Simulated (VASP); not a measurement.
Runs of VASP 6.6.1 on Al. The structure is that of space group Fm-3m (No. 225), or close to it. The cells are those of the table. 

| task | cell | cutoff (eV) | gap on the mesh (eV) | pressure (GPa) |
| --- | --- | --- | --- | --- |
| single point | a = 2.427 Å, angles 60.0°, 1 atom | 520 | none | 99.8 |
| single point | a = 2.615 Å, angles 60.0°, 1 atom | 520 | none | (a) |
| single point | a = 2.525 Å, angles 60.0°, 1 atom | 520 | none | 57.6 |
| relaxation of cell and atoms | relaxed from a = 2.864 Å, angles 60.0°, 1 atom | 600 | none | 0.0 |
| single point | a = 2.525 Å, angles 60.0°, 1 atom | 500 | none | 57.6 |
| single point | a = 2.308 Å, angles 60.0°, 1 atom | 520 | none | 181.0 |
| single point | a = 2.308 Å, angles 60.0°, 1 atom | 500 | none | 181.0 |

Alike in all rows: level LDA; potentials or basis VASP PAW LDA potentials, release 64 (Al); no spin polarisation; k mesh 18 × 18 × 18; smearing fermi-dirac 0.05 eV.

Fill in the values left out.

(a) 31.2.

A gap of «none» marks levels without a gap at the run's occupations.
